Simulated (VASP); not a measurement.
Write the native input for VASP 6.6.1 that does the following.

```yaml
Task: single point
Functional: PBE
Potentials_or_basis: VASP PAW PBE potentials, release 64 (Sn_d, O)
Cutoff: 520 eV
k_mesh: 5 × 5 × 4
Occupations: gaussian, width 0.01 eV
Spin: no spin polarisation
Dipole_correction: no
Further_INCAR_settings: ALGO = Normal; EDIFF = 1e-06; NBANDS = 28
```

The structure of SnO (Romarchite) lies in POSCAR:

```
SnO
1.0
    3.7472612742      0.0000000000      0.0000000000
    0.0000000000      3.7472612742      0.0000000000
    0.0000000000      0.0000000000      4.7753757638
Sn O
2 2
Direct
    0.5000000000      0.0000000000      0.2369000000
    0.0000000000      0.5000000000      0.7631000000
    0.0000000000      0.0000000000      0.0000000000
    0.5000000000      0.5000000000      0.0000000000
```

The input as run:

INCAR

```
SYSTEM = SnO
PREC = Accurate ; ENCUT = 520
EDIFF = 1E-6 ; ISMEAR = 0
SIGMA = 0.01 ; LREAL = .False.
LASPH = .True. ; NELM = 100
ALGO = Normal ; ISIF = 2
LWAVE = .False. ; LCHARG = .True.
GGA = PE ; LELF = .True.
LVHAR = .True. ; NBANDS = 28
```

KPOINTS

```
regular mesh
0
Gamma
  5 5 4
  0 0 0
```

Potentials or basis: VASP PAW PBE potentials, release 64 (Sn_d, O).

Launch:

```sh
$ cat potpaw_PBE.64/Sn_d/POTCAR potpaw_PBE.64/O/POTCAR > POTCAR
$ mpirun -np 1 vasp_std > vasp.out
```

Results of the run:

- Pressure: 9.9 GPa
- Largest force: 1.205 eV/Å
- Band gap on the k mesh: 0.34 eV, indirect (least direct gap 2.08 eV)

Caveat: spin-orbit coupling is left out, which moves the levels of the heavy elements; forces of over 1 eV/Å act on the atoms, so gaps and moduli don't describe the material at rest.

It took 34 s on 1 thread of Intel(R) Xeon(R) Platinum 8259CL CPU @ 2.50GHz (Skylake/Cascade Lake), on a shared host, peak memory 0.18 GiB.
